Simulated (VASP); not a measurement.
# ZrN in VASP: single point with PBE

Aim: the single point of ZrN with PBE.

Everything below comes from runs of VASP 6.6.1. Logs are shortened: lines on timing, memory, paths and dates and some standing lists are left out, and cuts for length are marked.

## 1. The cell of the first run

The typed cell holds 2 atoms: a = 3.253 Å, b = 3.253 Å, c = 3.253 Å, α = 60.00°, β = 60.00°, γ = 60.00°.

## 2. Single point, PBE

The input, INCAR:

```
SYSTEM = ZrN
ALGO     = Normal         ! electronic algorithm
EDIFF    = 1E-6           ! SCF threshold, eV
ENCUT    = 600            ! plane-wave cutoff, eV
GGA      = PE             ! functional
GGA_COMPAT= .FALSE.      
ISIF     = 2              ! what is computed and relaxed
ISMEAR   = 0              ! smearing method
LASPH    = .TRUE.         ! aspherical terms in the spheres
LCHARG   = .FALSE.        ! write CHGCAR
LREAL    = .FALSE.        ! projectors in reciprocal space
LWAVE    = .FALSE.        ! write WAVECAR
NBANDS   = 16             ! bands
NELM     = 120            ! most SCF steps
PREC     = Accurate       ! precision mode
SIGMA    = 0.1            ! smearing width, eV
```

The input, KPOINTS:

```
k-points
0
G
  7 7 7
  0 0 0
```

The input, POSCAR:

```
ZrN
1.0
    0.0000000000      2.3000000000      2.3000000000
    2.3000000000      0.0000000000      2.3000000000
    2.3000000000      2.3000000000      0.0000000000
Zr N
1 1
Direct
    0.5000000000      0.5000000000      0.5000000000
   -0.0000446321      0.0001338963     -0.0000446321
```

Potentials or basis: VASP PAW PBE potentials, release 64 (Zr_sv, N).

Run with:

```sh
$ cat potpaw_PBE.64/Zr_sv/POTCAR potpaw_PBE.64/N/POTCAR > POTCAR
$ mpirun -np 1 vasp_std > vasp.out
```

OUTCAR:

```text
SYSTEM = ZrN
   EDIFF = 1E-6
   ENCUT = 600
   GGA = PE
   ISIF = 2
   ISMEAR = 0
   LASPH = .TRUE.
   LREAL = .FALSE.
   NELM = 120
   PREC = Accurate

 ion  position               nearest neighbor table
   1  0.500  0.500  0.500-   2 2.30   2 2.30   2 2.30   2 2.30   2 2.30   2 2.30
   2  1.000  0.000  1.000-   1 2.30   1 2.30   1 2.30   1 2.30   1 2.30   1 2.30

  LATTYP: Found a face centered cubic cell.
 ALAT       =     4.6000000000

  Lattice vectors:

 A1 = (   0.0000000000,   2.3000000000,   2.3000000000)
 A2 = (   2.3000000000,   0.0000000000,   2.3000000000)
 A3 = (   2.3000000000,   2.3000000000,   0.0000000000)

Analysis of symmetry for initial positions (statically):
=====================================================================
 Subroutine PRICEL returns:
 Original cell was already a primitive cell.

 Routine SETGRP: Setting up the symmetry group for a
 face centered cubic supercell.

 Subroutine GETGRP returns: Found  6 space group operations
 (whereof  6 operations were pure point group operations)
 out of a pool of 48 trial point group operations.

The static configuration has the point symmetry C_3v.

Analysis of symmetry for dynamics (positions and initial velocities):
=====================================================================
 Subroutine PRICEL returns:
 Original cell was already a primitive cell.

 Routine SETGRP: Setting up the symmetry group for a
 face centered cubic supercell.

 Subroutine GETGRP returns: Found  6 space group operations
 (whereof  6 operations were pure point group operations)
 out of a pool of 48 trial point group operations.

The dynamic configuration has the point symmetry C_3v.

 Subroutine INISYM returns: Found  6 space group operations
 (whereof  6 operations are pure point group operations),
 and found     1 'primitive' translations

----------------------------------------------------------------------------------------

                                     Primitive cell

  volume of cell :      24.3340

  direct lattice vectors                    reciprocal lattice vectors
     0.000000000  2.300000000  2.300000000    -0.217391304  0.217391304  0.217391304
     2.300000000  0.000000000  2.300000000     0.217391304 -0.217391304  0.217391304
     2.300000000  2.300000000  0.000000000     0.217391304  0.217391304 -0.217391304

  length of vectors
     3.252691193  3.252691193  3.252691193     0.376532784  0.376532784  0.376532784

  position of ions in fractional coordinates (direct lattice)
     0.500000000  0.500000000  0.500000000
     0.999955368  0.000133896  0.999955368

  ion indices of the primitive-cell ions
   primitive index   ion index
                 1           1
                 2           2

----------------------------------------------------------------------------------------

 KPOINTS: k-points

Automatic generation of k-mesh.
 Grid dimensions read from file:
 generate k-points for:    7    7    7

 Generating k-lattice:

  Cartesian coordinates                     Fractional coordinates (reciprocal lattice)
    -0.031055901  0.031055901  0.031055901     0.142857143  0.000000000  0.000000000
     0.031055901 -0.031055901  0.031055901     0.000000000  0.142857143  0.000000000
     0.031055901  0.031055901 -0.031055901     0.000000000  0.000000000  0.142857143

  Length of vectors
     0.053790398  0.053790398  0.053790398

  Shift w.r.t. Gamma in fractional coordinates (k-lattice)
     0.000000000  0.000000000  0.000000000

 Subroutine IBZKPT returns following result:
 ===========================================

 Found     44 irreducible k-points:

 Following reciprocal coordinates:
            Coordinates               Weight
  0.000000  0.000000  0.000000      1.000000
  0.142857  0.000000  0.000000      6.000000
  0.000000  0.142857  0.000000      2.000000
  0.285714  0.000000  0.000000      6.000000
  0.000000  0.285714  0.000000      2.000000
  0.428571  0.000000  0.000000      6.000000
[... 16 lines left out ...]
  0.285714  0.285714  0.000000      6.000000
  0.428571  0.285714  0.000000      6.000000
 [... further k-points ...]
   k-points           NKPTS =     44   k-points in BZ     NKDIM =     44   number of bands    NBANDS=     16
   number of dos      NEDOS =    301   number of ions     NIONS =      2
   total plane-waves  NPLWV =  21952
   dimension x,y,z NGX =    28 NGY =   28 NGZ =   28
   dimension x,y,z NGXF=    56 NGYF=   56 NGZF=   56
   ions per type =               1   1
   NGX,Y,Z   is equivalent  to a cutoff of  14.31, 14.31, 14.31 a.u.
   NGXF,Y,Z  is equivalent  to a cutoff of  28.62, 28.62, 28.62 a.u.
 SYSTEM =  ZrN
   PREC   = accura    normal or accurate (medium, high low for compatibility)
   ISTART =      0    job   : 0-new  1-cont  2-samecut
   ICHARG =      2    charge: 1-file 2-atom 10-const
   ISPIN  =      1    spin polarized calculation?
   LNONCOLLINEAR =      F non collinear calculations
   LSORBIT =      F    spin-orbit coupling
   LASPH  =      T    aspherical Exc in radial PAW
   ENCUT  =  600.0 eV  44.10 Ry    6.64 a.u.   6.50  6.50  6.50*2*pi/ulx,y,z
   NELM   =    120;   NELMIN=  2; NELMDL= -5     # of ELM steps
   EDIFF  = 0.1E-05   stopping-criterion for ELM
   LREAL  =      F    real-space projection
   EDIFFG = 0.1E-04   stopping-criterion for IOM
   NSW    =      0    number of steps for IOM
   IBRION =     -1    ionic relax: 0-MD 1-quasi-New 2-CG
   NFREE  =      0    steps in history (QN), initial steepest desc. (CG)
   ISIF   =      2    stress and relaxation
   ISYM   =      2    0-nonsym 1-usesym 2-fastsym
   POTIM  = 0.5000    time-step for ionic-motion
   TEBEG  =    0.0;   TEEND  =   0.0 temperature during run
   PSTRESS=    0.0 pullay stress
   NELECT =      17.0000    total number of electrons
   NUPDOWN=      -1.0000    fix difference up-down
   EMIN   =  10.00;   EMAX   =-10.00  energy-range for DOS
   EFERMI =   0.00;   METHOD = LEGACY
   ISMEAR =     0;   SIGMA  =   0.10  broadening in eV -4-tet -1-fermi 0-gaus
   EFERMI_NEDOS =   21; number of points for ismear=-14 and -15
   IALGO  =     38    algorithm
   IMIX   =      4    mixing-type and parameters
     AMIX     =   0.40;   BMIX     =  1.00
     AMIX_MAG =   1.60;   BMIX_MAG =  1.00
  volume/ion in A,a.u.               =      12.17        82.11
  Fermi-wavevector in a.u.,A,eV,Ry     =   1.452624  2.745062 28.709889  2.110117
  Thomas-Fermi vector in A             =   2.569985
   LORBIT       =      0    0 simple, 1 ext, 2 COOP (PROOUT), +10 PAW based schemes
   GGA     = PE    functional components
   LHFCALC =     F    Hartree Fock is set to
   AEXX    =    0.0000 exact exchange contribution
   IVDW    =     0    specifies the selected vdW correction
   LEPSILON=     F    determine dielectric tensor
   LRPA    =     F    only Hartree local field effects (RPA)
 non-spin polarized calculation
 Gauss-broadening in eV      SIGMA  =   0.10
  energy-cutoff  :      600.00
  volume of cell :       24.33
 maximum number of plane-waves:       869
 NGX is ok and might be reduce to    28
   NGX = 13   NGY = 13   NGZ = 13

 number of electron      17.0000000 magnetization

 Free energy of the ion-electron system (eV)
  ---------------------------------------------------
  ext. energy  EPLUGINS =         0.00000000
  ---------------------------------------------------
  free energy    TOTEN  =       -20.35804187 eV

  energy without entropy =      -20.35469775  energy(sigma->0) =      -20.35636981

 E-fermi :  12.0198     XC(G=0): -12.4519

 val. band max:       11.9973917978   @ k =   0.1429   0.0000   0.0000
 cond. band min:      12.1569239490   @ k =   0.1429   0.0000   0.4286
 fundamental gap:      0.1595321512
 Fermi energy:        12.0198021216

 k-point     1 :       0.0000    0.0000    0.0000
  band No.  band energies     occupation
      1     -37.7651      2.00000
      2     -15.3973      2.00000
      3     -15.3973      2.00000
      4     -15.3973      2.00000
      5      -4.3959      2.00000
      6       9.1900      2.00000
[... 8 lines left out ...]
     15      21.0123      0.00000
     16      34.1535      0.00000

 k-point     2 :       0.1429    0.0000    0.0000
  band No.  band energies     occupation
      1     -37.7400      2.00000
      2     -15.6282      2.00000
      3     -15.4147      2.00000
      4     -15.4147      2.00000
      5      -4.0101      2.00000
      6       7.8080      2.00000
[... 8 lines left out ...]
     15      22.2723      0.00000
     16      31.0411      0.00000

 k-point     3 :       0.0000    0.1429    0.0000
  band No.  band energies     occupation
      1     -37.7400      2.00000
      2     -15.6282      2.00000
      3     -15.4147      2.00000
      4     -15.4147      2.00000
      5      -4.0101      2.00000
      6       7.8080      2.00000
[... 8 lines left out ...]
     15      22.2723      0.00000
     16      31.0411      0.00000

 k-point     4 :       0.2857    0.0000    0.0000
  band No.  band energies     occupation
      1     -37.6829      2.00000
      2     -16.1100      2.00000
      3     -15.4535      2.00000
      4     -15.4535      2.00000
      5      -3.1282      2.00000
      6       5.7699      2.00000
[... 8 lines left out ...]
     15      24.0863      0.00000
     16      27.8088      0.00000

 k-point     5 :       0.0000    0.2857    0.0000
  band No.  band energies     occupation
      1     -37.6829      2.00000
      2     -16.1100      2.00000
      3     -15.4535      2.00000
      4     -15.4535      2.00000
      5      -3.1282      2.00000
      6       5.7699      2.00000
[... 8 lines left out ...]
     15      24.0863      0.00000
     16      27.8088      0.00000

 k-point     6 :       0.4286    0.0000    0.0000
  band No.  band energies     occupation
      1     -37.6365      2.00000
      2     -16.4665      2.00000
      3     -15.4842      2.00000
      4     -15.4842      2.00000
      5      -2.3631      2.00000
      6       4.4235      2.00000
[... 8 lines left out ...]
     15      24.3992      0.00000
     16      24.5984      0.00000

 k-point     7 :       0.0000    0.4286    0.0000
  band No.  band energies     occupation
      1     -37.6365      2.00000
      2     -16.4665      2.00000
      3     -15.4842      2.00000
      4     -15.4842      2.00000
      5      -2.3631      2.00000
      6       4.4235      2.00000
[... 8 lines left out ...]
     15      24.3992      0.00000
     16      24.5984      0.00000

 k-point     8 :       0.1429    0.1429    0.0000
  band No.  band energies     occupation
      1     -37.7317      2.00000
      2     -15.6131      2.00000
      3     -15.4630      2.00000
      4     -15.4630      2.00000
      5      -3.9420      2.00000
      6       7.0266      2.00000
[... 8 lines left out ...]
     15      22.6920      0.00000
     16      30.6824      0.00000

 k-point     9 :       0.2857    0.1429    0.0000
  band No.  band energies     occupation
      1     -37.6854      2.00000
      2     -15.9618      2.00000
      3     -15.5210      2.00000
      4     -15.5032      2.00000
      5      -3.3926      2.00000
      6       5.9261      2.00000
[... 8 lines left out ...]
     15      24.4770      0.00000
     16      27.6685      0.00000
[... 172 lines left out ...]
 k-point    19 :       0.0000   -0.2857    0.1429
  band No.  band energies     occupation
      1     -37.6507      2.00000
      2     -16.2199      2.00000
      3     -15.6315      2.00000
      4     -15.4593      2.00000
      5      -2.8490      2.00000
      6       5.2084      2.00000
[... 8 lines left out ...]
     15      24.2788      0.00000
     16      25.0347      0.00000

 k-point    20 :       0.1429    0.0000   -0.2857
  band No.  band energies     occupation
      1     -37.6507      2.00000
      2     -16.2199      2.00000
      3     -15.6315      2.00000
      4     -15.4593      2.00000
      5      -2.8490      2.00000
      6       5.2084      2.00000
[... 8 lines left out ...]
     15      24.2788      0.00000
     16      25.0347      0.00000

 k-point    21 :      -0.1429    0.1429    0.0000
  band No.  band energies     occupation
      1     -37.7042      2.00000
      2     -15.8634      2.00000
      3     -15.5370      2.00000
      4     -15.4131      2.00000
      5      -3.5213      2.00000
      6       6.4703      2.00000
[... 8 lines left out ...]
     15      23.7974      0.00000
     16      27.4181      0.00000

 k-point    22 :       0.1429    0.0000   -0.1429
  band No.  band energies     occupation
      1     -37.7042      2.00000
      2     -15.8634      2.00000
      3     -15.5370      2.00000
      4     -15.4131      2.00000
      5      -3.5213      2.00000
      6       6.4703      2.00000
[... 8 lines left out ...]
     15      23.7974      0.00000
     16      27.4181      0.00000

 k-point    23 :       0.2857    0.2857    0.0000
  band No.  band energies     occupation
      1     -37.6562      2.00000
      2     -16.0098      2.00000
      3     -15.6093      2.00000
      4     -15.6093      2.00000
      5      -3.4975      2.00000
      6       5.8883      2.00000
[... 8 lines left out ...]
     15      26.3431      0.00000
     16      26.8293      0.00000

 k-point    24 :       0.4286    0.2857    0.0000
  band No.  band energies     occupation
      1     -37.6172      2.00000
      2     -16.1920      2.00000
      3     -15.7185      2.00000
      4     -15.6525      2.00000
      5      -3.3954      2.00000
      6       6.1481      2.00000
[... 8 lines left out ...]
     15      23.6891      0.00000
     16      26.5087      0.00000

 [... further k-points ...]
[... 5 lines left out ...]
  --------------------------------------------------------------------------------------
  -------------------------------------------------------------------------------------
  Total       -0.0785839     -0.0785839     -0.0785839     -0.0000008     -0.0000008      0.0000008
  in kB       -5.1740498     -5.1740498     -5.1740498     -0.0000519     -0.0000519      0.0000519
  external PRESSURE =      -5.1740498 kB  Pullay stress =       0.0000000 kB

 VOLUME and BASIS-vectors are now :
 -----------------------------------------------------------------------------
  energy-cutoff  :      600.00
  volume of cell :       24.33
      direct lattice vectors                 reciprocal lattice vectors
     0.000000000  2.300000000  2.300000000    -0.217391304  0.217391304  0.217391304
     2.300000000  0.000000000  2.300000000     0.217391304 -0.217391304  0.217391304
     2.300000000  2.300000000  0.000000000     0.217391304  0.217391304 -0.217391304

 POSITION                                       TOTAL-FORCE (eV/Angst)
 -----------------------------------------------------------------------------------
      2.30000      2.30000      2.30000         0.002099     -0.002099      0.002099
      2.30021      4.59979      2.30021        -0.002099      0.002099     -0.002099
 -----------------------------------------------------------------------------------
    total drift:                                0.000000     -0.000000      0.000000

  FREE ENERGIE OF THE ION-ELECTRON SYSTEM (eV)
  ---------------------------------------------------
  free  energy   TOTEN  =       -20.3580418747 eV

  energy  without entropy=      -20.3546977454  energy(sigma->0) =      -20.35636981
```

Wall time 26 s (1 thread of Intel Xeon Platinum 8488C (Sapphire Rapids), shared host); peak memory 0.17 GiB.

What came out:

```yaml
Free_energy: -20.3580 eV
Pressure: -0.5 GPa
Largest_force: 0.004 eV/Å
```

Forces on the atoms (eV/Å):
```
Zr   0.002 -0.002  0.002
N   -0.002  0.002 -0.002
```
